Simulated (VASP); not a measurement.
# Si4Ru (P-43m) in VASP: relaxation of cell and atoms with PBE

Aim: the relaxation of cell and atoms of Si4Ru with PBE.

Everything below comes from runs of VASP 6.6.1. Logs are shortened: lines on timing, memory, paths and dates and some standing lists are left out, and cuts for length are marked.

### 1 The cell of the first run

Symmetry: P-43m, No. 215, cubic system. The conventional cell has a = 4.428 Å, b = 4.428 Å, c = 4.428 Å, α = 90.00°, β = 90.00°, γ = 90.00°. Within 3.0 Å of Si (site symmetry 3m) lie 1 Ru at 2.28 Å and 3 Si at 2.54 Å. Ru (site symmetry -43m) has 4 Si at 2.28 Å within 3.0 Å.

### 2 Relaxation of cell and atoms, PBE

INCAR

```
PREC = Accurate ; ENCUT = 600
EDIFF = 1E-6 ; ISMEAR = 0
SIGMA = 0.1 ; LREAL = F
LASPH = T ; NELM = 100
ALGO = Normal ; ISIF = 3
LWAVE = F ; LCHARG = F
GGA = PE ; IBRION = 2
NSW = 100 ; EDIFFG = -0.01
```

KPOINTS

```
Automatic mesh
0
Gamma
  8 8 8
```

POSCAR

```
Si4Ru
1.0
    4.4282670801      0.0000000000      0.0000000000
    0.0000000000      4.4282670801      0.0000000000
    0.0000000000      0.0000000000      4.4282670801
Si Ru
4 1
Direct
    0.2972824348      0.7027175652      0.7027175652
    0.7027175652      0.2972824348      0.7027175652
    0.7027175652      0.7027175652      0.2972824348
    0.2972824348      0.2972824348      0.2972824348
    0.0000000000      0.0000000000      0.0000000000
```

Potentials or basis: VASP PAW PBE potentials, release 64 (Si, Ru_pv).

Run with:

```console
cat potpaw_PBE.64/Si/POTCAR potpaw_PBE.64/Ru_pv/POTCAR > POTCAR
mpirun -np 1 vasp_std > vasp.out
```

OUTCAR:

```text
PREC = Accurate
   ENCUT = 600
   EDIFF = 1E-6
   ISMEAR = 0
   LREAL = F
   LASPH = T
   NELM = 100
   ISIF = 3
   GGA = PE
   IBRION = 2
   NSW = 100
   EDIFFG = -0.01

 ion  position               nearest neighbor table
   1  0.297  0.703  0.703-   5 2.28   3 2.54   4 2.54   2 2.54
   2  0.703  0.297  0.703-   5 2.28   3 2.54   4 2.54   1 2.54
   3  0.703  0.703  0.297-   5 2.28   2 2.54   4 2.54   1 2.54
   4  0.297  0.297  0.297-   5 2.28   2 2.54   3 2.54   1 2.54
   5  0.000  0.000  0.000-   1 2.28   2 2.28   3 2.28   4 2.28

  LATTYP: Found a simple cubic cell.
 ALAT       =     4.4282670801

  Lattice vectors:

 A1 = (   4.4282670801,   0.0000000000,   0.0000000000)
 A2 = (   0.0000000000,   4.4282670801,   0.0000000000)
 A3 = (   0.0000000000,   0.0000000000,   4.4282670801)

Analysis of symmetry for initial positions (statically):
=====================================================================
 Subroutine PRICEL returns:
 Original cell was already a primitive cell.

 Routine SETGRP: Setting up the symmetry group for a
 simple cubic supercell.

 Subroutine GETGRP returns: Found 24 space group operations
 (whereof 24 operations were pure point group operations)
 out of a pool of 48 trial point group operations.

The static configuration has the point symmetry T_d .

Analysis of symmetry for dynamics (positions and initial velocities):
=====================================================================
 Subroutine PRICEL returns:
 Original cell was already a primitive cell.

 Routine SETGRP: Setting up the symmetry group for a
 simple cubic supercell.

 Subroutine GETGRP returns: Found 24 space group operations
 (whereof 24 operations were pure point group operations)
 out of a pool of 48 trial point group operations.

The dynamic configuration has the point symmetry T_d .

 Subroutine INISYM returns: Found 24 space group operations
 (whereof 24 operations are pure point group operations),
 and found     1 'primitive' translations

----------------------------------------------------------------------------------------

                                     Primitive cell

  volume of cell :      86.8363

  direct lattice vectors                    reciprocal lattice vectors
     4.428267080  0.000000000  0.000000000     0.225821971  0.000000000  0.000000000
     0.000000000  4.428267080  0.000000000     0.000000000  0.225821971  0.000000000
     0.000000000  0.000000000  4.428267080     0.000000000  0.000000000  0.225821971

  length of vectors
     4.428267080  4.428267080  4.428267080     0.225821971  0.225821971  0.225821971

  position of ions in fractional coordinates (direct lattice)
     0.297282435  0.702717565  0.702717565
     0.702717565  0.297282435  0.702717565
     0.702717565  0.702717565  0.297282435
     0.297282435  0.297282435  0.297282435
     0.000000000  0.000000000  0.000000000

  ion indices of the primitive-cell ions
   primitive index   ion index
                 1           1
                 2           2
                 3           3
                 4           4
                 5           5

----------------------------------------------------------------------------------------

 KPOINTS: Automatic mesh

Automatic generation of k-mesh.
 Grid dimensions read from file:
 generate k-points for:    8    8    8

 Generating k-lattice:

  Cartesian coordinates                     Fractional coordinates (reciprocal lattice)
     0.028227746  0.000000000  0.000000000     0.125000000  0.000000000  0.000000000
     0.000000000  0.028227746  0.000000000     0.000000000  0.125000000  0.000000000
     0.000000000  0.000000000  0.028227746     0.000000000  0.000000000  0.125000000

  Length of vectors
     0.028227746  0.028227746  0.028227746

  Shift w.r.t. Gamma in fractional coordinates (k-lattice)
     0.000000000  0.000000000  0.000000000

 Subroutine IBZKPT returns following result:
 ===========================================

 Found     35 irreducible k-points:

 Following reciprocal coordinates:
            Coordinates               Weight
  0.000000  0.000000  0.000000      1.000000
  0.125000  0.000000  0.000000      6.000000
  0.250000  0.000000  0.000000      6.000000
  0.375000  0.000000  0.000000      6.000000
  0.500000  0.000000  0.000000      3.000000
  0.125000  0.125000  0.000000     12.000000
[... 16 lines left out ...]
  0.375000  0.375000  0.125000     24.000000
  0.500000  0.375000  0.125000     24.000000
 [... further k-points ...]
   k-points           NKPTS =     35   k-points in BZ     NKDIM =     35   number of bands    NBANDS=     19
   number of dos      NEDOS =    301   number of ions     NIONS =      5
   total plane-waves  NPLWV =  46656
   dimension x,y,z NGX =    36 NGY =   36 NGZ =   36
   dimension x,y,z NGXF=    72 NGYF=   72 NGZF=   72
   ions per type =               4   1
   NGX,Y,Z   is equivalent  to a cutoff of  13.52, 13.52, 13.52 a.u.
   NGXF,Y,Z  is equivalent  to a cutoff of  27.03, 27.03, 27.03 a.u.
 SYSTEM =  unknown system
   PREC   = accura    normal or accurate (medium, high low for compatibility)
   ISTART =      0    job   : 0-new  1-cont  2-samecut
   ICHARG =      2    charge: 1-file 2-atom 10-const
   ISPIN  =      1    spin polarized calculation?
   LNONCOLLINEAR =      F non collinear calculations
   LSORBIT =      F    spin-orbit coupling
   LASPH  =      T    aspherical Exc in radial PAW
   ENCUT  =  600.0 eV  44.10 Ry    6.64 a.u.   8.84  8.84  8.84*2*pi/ulx,y,z
   NELM   =    100;   NELMIN=  2; NELMDL= -5     # of ELM steps
   EDIFF  = 0.1E-05   stopping-criterion for ELM
   LREAL  =      F    real-space projection
   EDIFFG = -.1E-01   stopping-criterion for IOM
   NSW    =    100    number of steps for IOM
   IBRION =      2    ionic relax: 0-MD 1-quasi-New 2-CG
   NFREE  =      1    steps in history (QN), initial steepest desc. (CG)
   ISIF   =      3    stress and relaxation
   ISYM   =      2    0-nonsym 1-usesym 2-fastsym
   POTIM  = 0.5000    time-step for ionic-motion
   TEBEG  =    0.0;   TEEND  =   0.0 temperature during run
   PSTRESS=    0.0 pullay stress
   NELECT =      30.0000    total number of electrons
   NUPDOWN=      -1.0000    fix difference up-down
   EMIN   =  10.00;   EMAX   =-10.00  energy-range for DOS
   EFERMI =   0.00;   METHOD = LEGACY
   ISMEAR =     0;   SIGMA  =   0.10  broadening in eV -4-tet -1-fermi 0-gaus
   EFERMI_NEDOS =   21; number of points for ismear=-14 and -15
   IALGO  =     38    algorithm
   IMIX   =      4    mixing-type and parameters
     AMIX     =   0.40;   BMIX     =  1.00
     AMIX_MAG =   1.60;   BMIX_MAG =  1.00
  volume/ion in A,a.u.               =      17.37       117.20
  Fermi-wavevector in a.u.,A,eV,Ry     =   1.148722  2.170769 17.953721  1.319561
  Thomas-Fermi vector in A             =   2.285395
   LORBIT       =      0    0 simple, 1 ext, 2 COOP (PROOUT), +10 PAW based schemes
   GGA     = PE    functional components
   LHFCALC =     F    Hartree Fock is set to
   AEXX    =    0.0000 exact exchange contribution
   IVDW    =     0    specifies the selected vdW correction
   LEPSILON=     F    determine dielectric tensor
   LRPA    =     F    only Hartree local field effects (RPA)
 conjugate gradient relaxation of ions
 non-spin polarized calculation
 Gauss-broadening in eV      SIGMA  =   0.10
  energy-cutoff  :      600.00
  volume of cell :       86.84
 maximum number of plane-waves:      2945
 NGX is ok and might be reduce to    36
   NGX = 17   NGY = 17   NGZ = 17

--------------------------------------- Ionic step        1  -------------------------------------------

 number of electron      29.9999999 magnetization

 Free energy of the ion-electron system (eV)
  ---------------------------------------------------
  ext. energy  EPLUGINS =         0.00000000
  ---------------------------------------------------
  free energy    TOTEN  =       -28.48250650 eV

  energy without entropy =      -28.46852932  energy(sigma->0) =      -28.47551791

------------------------ aborting loop because EDIFF is reached ----------------------------------------

  FORCE on cell =-STRESS in cart. coord.  units (eV):
  Direction    XX          YY          ZZ          XY          YZ          ZX
  --------------------------------------------------------------------------------------
  -------------------------------------------------------------------------------------
  Total       -0.7857289     -0.7857289     -0.7857289      0.0000000      0.0000000      0.0000000
  in kB      -14.4971259    -14.4971259    -14.4971259      0.0000000      0.0000000      0.0000000
  external PRESSURE =     -14.4971259 kB  Pullay stress =       0.0000000 kB

 VOLUME and BASIS-vectors are now :
 -----------------------------------------------------------------------------
  energy-cutoff  :      600.00
  volume of cell :       86.84
      direct lattice vectors                 reciprocal lattice vectors
     4.428267080  0.000000000  0.000000000     0.225821971  0.000000000  0.000000000
     0.000000000  4.428267080  0.000000000     0.000000000  0.225821971  0.000000000
     0.000000000  0.000000000  4.428267080     0.000000000  0.000000000  0.225821971
[... 157 lines left out ...]
 POSITION                                       TOTAL-FORCE (eV/Angst)
 -----------------------------------------------------------------------------------
      1.32218      3.08077      3.08077        -0.017730      0.017730      0.017730
      3.08077      1.32218      3.08077         0.017730     -0.017730      0.017730
      3.08077      3.08077      1.32218         0.017730      0.017730     -0.017730
      1.32218      1.32218      1.32218        -0.017730     -0.017730     -0.017730
     -0.00000      0.00000      0.00000         0.000000      0.000000      0.000000
 -----------------------------------------------------------------------------------
    total drift:                               -0.000000     -0.000000     -0.000000

  FREE ENERGIE OF THE ION-ELECTRON SYSTEM (eV)
  ---------------------------------------------------
  free  energy   TOTEN  =       -28.5116062382 eV

  energy  without entropy=      -28.4991935128  energy(sigma->0) =      -28.50539988

--------------------------------------- Ionic step        6  -------------------------------------------

 number of electron      30.0000004 magnetization

 Free energy of the ion-electron system (eV)
  ---------------------------------------------------
  ext. energy  EPLUGINS =         0.00000000
  ---------------------------------------------------
  free energy    TOTEN  =       -28.51170764 eV

  energy without entropy =      -28.49930304  energy(sigma->0) =      -28.50550534

 E-fermi :   7.9339     XC(G=0): -10.7940

 val. band max:        7.8873420645   @ k =   0.1250   0.1250   0.0000
 cond. band min:       7.9605713298   @ k =   0.3750   0.1250   0.0000
 fundamental gap:      0.0732292653
 Fermi energy:         7.9339159880

 k-point     1 :       0.0000    0.0000    0.0000
  band No.  band energies     occupation
      1     -34.0625      2.00000
      2     -34.0625      2.00000
      3     -34.0625      2.00000
      4      -4.5496      2.00000
      5       2.5415      2.00000
      6       2.5415      2.00000
[... 11 lines left out ...]
     18       9.9530      0.00000
     19      10.6086      0.00000
[... 485 lines left out ...]
 k-point    24 :       0.5000    0.3750    0.1250
  band No.  band energies     occupation
      1     -34.0642      2.00000
      2     -34.0639      2.00000
      3     -34.0624      2.00000
      4      -2.9724      2.00000
      5      -0.2968      2.00000
      6       0.2949      2.00000
[... 11 lines left out ...]
     18      10.7736      0.00000
     19      11.0683      0.00000

 [... further k-points ...]

------------------------ aborting loop because EDIFF is reached ----------------------------------------

  FORCE on cell =-STRESS in cart. coord.  units (eV):
  Direction    XX          YY          ZZ          XY          YZ          ZX
  --------------------------------------------------------------------------------------
  -------------------------------------------------------------------------------------
  Total        0.0200866      0.0200866      0.0200866      0.0000000      0.0000000      0.0000000
  in kB        0.3776112      0.3776112      0.3776112      0.0000000      0.0000000      0.0000000
  external PRESSURE =       0.3776112 kB  Pullay stress =       0.0000000 kB

 VOLUME and BASIS-vectors are now :
 -----------------------------------------------------------------------------
  energy-cutoff  :      600.00
  volume of cell :       85.23
      direct lattice vectors                 reciprocal lattice vectors
     4.400723201  0.000000000  0.000000000     0.227235378  0.000000000  0.000000000
     0.000000000  4.400723201 -0.000000000     0.000000000  0.227235378  0.000000000
    -0.000000000  0.000000000  4.400723201    -0.000000000  0.000000000  0.227235378

 POSITION                                       TOTAL-FORCE (eV/Angst)
 -----------------------------------------------------------------------------------
      1.32106      3.07967      3.07967        -0.004654      0.004654      0.004654
      3.07967      1.32106      3.07967         0.004654     -0.004654      0.004654
      3.07967      3.07967      1.32106         0.004654      0.004654     -0.004654
      1.32106      1.32106      1.32106        -0.004654     -0.004654     -0.004654
      0.00000      0.00000      0.00000         0.000000      0.000000      0.000000
 -----------------------------------------------------------------------------------
    total drift:                               -0.000000     -0.000000     -0.000000

  FREE ENERGIE OF THE ION-ELECTRON SYSTEM (eV)
  ---------------------------------------------------
  free  energy   TOTEN  =       -28.5117076401 eV

  energy  without entropy=      -28.4993030356  energy(sigma->0) =      -28.50550534

 reached required accuracy - stopping structural energy minimisation
```

Wall time 1.9 min (1 thread of AMD EPYC 9R45 (Zen 5), shared host); peak memory 0.22 GiB.

What came out:

```
Free energy                            : -28.5117 eV
Relaxed volume                         : 17.05 Å³/atom
Relaxed cell                           : a = 4.401 Å, b = 4.401 Å, c = 4.401 Å, α = 90.00°, β = 90.00°, γ = 90.00°
Space group after relaxing (to 0.05 Å) : P-43m (No. 215)
Energy gained by relaxing              : 5.8 meV/atom
Ionic steps                            : 6
Pressure after relaxing                : 0.0 GPa
Largest force after relaxing           : 0.008 eV/Å
Band gap on the k mesh                 : zero (band 15 reaches 8.47 eV, above the bottom of band 16 at 6.75 eV)
```

Forces in eV/Å, atoms in the order of the input:
```
Si  -0.005  0.005  0.005
Si   0.005 -0.005  0.005
Si   0.005  0.005 -0.005
Si  -0.005 -0.005 -0.005
Ru   0.000  0.000  0.000
```

The path:
```
step  energy change (eV)  largest force (eV/Å)  pressure (GPa)  volume (Å³)
   1              0.0000                0.4810           -1.45        86.84
   2             -0.0286                0.0245            0.49        84.88
   3             -0.0290                0.0344            0.25        85.08
   4             -0.0290                0.0242            0.29        85.04
   5             -0.0291                0.0307           -0.13        85.36
   6             -0.0292                0.0081            0.04        85.23
```

Final structure:
```yaml
crystal:
  lattice:
    - [4.40072, 0.00000, 0.00000]
    - [0.00000, 4.40072, 0.00000]
    - [0.00000, 0.00000, 4.40072]
  atoms:
    - { symbol: Si, position: [0.30019, 0.69981, 0.69981] }
    - { symbol: Si, position: [0.69981, 0.30019, 0.69981] }
    - { symbol: Si, position: [0.69981, 0.69981, 0.30019] }
    - { symbol: Si, position: [0.30019, 0.30019, 0.30019] }
    - { symbol: Ru, position: [0.00000, 0.00000, 0.00000] }
```

Levels at points of the mesh, in eV from the Fermi level:
```
           k point  band 13  band 14  band 15  band 16  band 17  band 18
(0.00, 0.00, 0.00)    -2.28    -0.17    -0.17     2.02     2.02     2.02
(0.50, 0.00, 0.00)    -1.61    -1.61    -0.95    -0.52    -0.52     3.18
(0.50, 0.50, 0.00)    -1.34    -0.46     0.21     0.21     1.82     2.48
(0.50, 0.50, 0.50)    -1.28    -1.19    -1.19    -1.19     4.33     4.33
```
